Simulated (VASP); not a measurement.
Input of a VASP 6.6.1 run:

Contents of INCAR:

```
SYSTEM = Si3Ni
PREC     = Accurate       ! precision mode
ENCUT    = 520            ! plane-wave cutoff, eV
EDIFF    = 1E-6           ! SCF threshold, eV
ISMEAR   = 0              ! smearing method
SIGMA    = 0.1            ! smearing width, eV
LREAL    = .FALSE.        ! projectors in reciprocal space
LASPH    = .TRUE.         ! aspherical terms in the spheres
NELM     = 80             ! most SCF steps
ALGO     = Normal         ! electronic algorithm
ISIF     = 2              ! what is computed and relaxed
LWAVE    = .FALSE.        ! write WAVECAR
LCHARG   = .FALSE.        ! write CHGCAR
GGA      = PS             ! functional
NBANDS   = 19             ! bands
```

Contents of KPOINTS:

```
regular mesh
0
G
  12 12 12
  0 0 0
```

File POSCAR:

```
Si3Ni
1.0
    0.0000000000      2.9546283616      2.9546283616
    2.9546283616      0.0000000000      2.9546283616
    2.9546283616      2.9546283616      0.0000000000
Si Ni
3 1
Direct
    0.2500000000      0.2500000000      0.2500000000
    0.7500000000      0.7500000000      0.7500000000
    0.5000000000      0.5000000000      0.5000000000
    0.0000000000      0.0000000000      0.0000000000
```

Potentials or basis: VASP PAW PBE potentials, release 64 (Si, Ni).

The run is started by

```console
$ cat potpaw_PBE.64/Si/POTCAR potpaw_PBE.64/Ni/POTCAR > POTCAR
$ mpirun -np 1 vasp_std > vasp.out
```

Q: What does it give for the band gap on the k mesh?

A: Zero (bands 11 and 12 overlap by 1.80 eV).

Q: What does it give for the pressure?

A: 0.1 GPa.

Caveat: the PAW data sets were made with another functional, which shifts forces and pressure a little. Spin polarisation is off, so any magnetic state and its effect on volume and gap are missing.
